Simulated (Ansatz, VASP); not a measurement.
## Two plane-wave programs on K

The input POSCAR:

```
K
1.0
   -2.6975585167      2.6975585167      2.6975585167
    2.6975585167     -2.6975585167      2.6975585167
    2.6975585167      2.6975585167     -2.6975585167
K
1
Direct
    0.0000000000      0.0000000000      0.0000000000
```

The input INCAR.step1:

```
PREC = Accurate
ENCUT = 520
ISMEAR = 0
SIGMA = 0.05
LREAL = False
LASPH = True
NELM = 60
NBANDS = 10
GGA = PE
ALGO = Normal
EDIFF = 1E-4
LWAVE = True
LCHARG = False
```

Contents of INCAR.step2:

```
PREC = Accurate
ENCUT = 520
EDIFF = 1E-7
ISMEAR = 0
SIGMA = 0.05
LREAL = False
LASPH = True
NELM = 60
ALGO = Normal
ISIF = 2
LWAVE = False
LCHARG = False
METAGGA = R2SCAN
LMIXTAU = True
IVDW = 12
VDW_S6 = 1.0
VDW_S8 = 0.78981345
VDW_A1 = 0.49484001
VDW_A2 = 5.73083694
NBANDS = 10
ISTART = 1
```

Contents of KPOINTS:

```
regular mesh
0
Gamma
  5 5 5
```

File input.yaml:

```yaml
crystal:
  lattice:
    - [-2.6975585167, 2.6975585167, 2.6975585167]
    - [2.6975585167, -2.6975585167, 2.6975585167]
    - [2.6975585167, 2.6975585167, -2.6975585167]
  atoms:
    - { symbol: K, position: [0.0, 0.0, 0.0] }
hamiltonian:
  xc: r2scan
  pseudopotentials: { kind: nc, accuracy: standard }
  dispersion: d3bj
kpoints:
  mp_grid: { grid: [5, 5, 5] }
scf:
  occupations: { method: gaussian, width: 0.05 }
output:
  forces: true
  stress: true
  eigenvalues: true
  bader: false
  populations: true
```

Alike in both runs: functional r2SCAN; dispersion D3(BJ); k mesh 5 × 5 × 5; occupations gaussian, width 0.05 eV; no spin polarisation.

```csv
,VASP,Ansatz
version,VASP 6.6.1,Ansatz 0.2.0
potentials or method,"VASP PAW PBE potentials, release 64 (K_sv)",PseudoDojo standard (PBE files)
plane-wave cutoff (eV),520,1007
valence electrons in the cell,9,9
task,single point,atomic charges
```

|  | VASP | Ansatz | Ansatz less VASP |
| --- | --- | --- | --- |
| gap on the k mesh at the Fermi level (eV) | none | none | - |
| pressure (GPa) | -0.2 | -0.2 | 0.00 |

VASP's potentials were made for PBE, not for r2SCAN. A gap of «none» marks a metal or a gap that the smearing closes.

Noted on Ansatz's run: the meta-GGA runs on potentials made for a GGA.
